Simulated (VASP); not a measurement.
# BP: single point with LDA

The system is BP.

```
B P
1.0
     0.00000    2.25377    2.25377
     2.25377    0.00000    2.25377
     2.25377    2.25377    0.00000
B P
1 1
Cartesian
  0.0000 0.0000 0.0000
  3.3807 3.3807 3.3807
```

This cell differs from its parent crystal: volume scaled by 0.98.

```
Program                : VASP 6.6.1
Task                   : single point
Functional             : LDA
Potentials or basis    : VASP PAW LDA potentials, release 64 (B, P)
Cutoff                 : 520 eV
k mesh                 : 15 × 15 × 15
Occupations            : fermi-dirac, width 0.05 eV
Spin                   : no spin polarisation
Dipole correction      : no
Further INCAR settings : ALGO = Normal; EDIFF = 1e-06; NBANDS = 11
```

```
Pressure               : -2.1 GPa
Band gap on the k mesh : 1.16 eV, indirect (least direct gap 3.41 eV)
```

Levels at points of the mesh, in eV from the valence-band top:
```
           k point  band 1  band 2  band 3  band 4  band 5  band 6  band 7  band 8  band 9
(0.00, 0.00, 0.00)  -15.57    0.00    0.00    0.00    3.41    3.41    3.41    7.68   11.40
```

It took 28 s on 1 thread of AMD EPYC 7R43 64-Core Processor (Zen 3) (shared host), peak memory 0.11 GiB.

 A k mesh can miss the band edges.
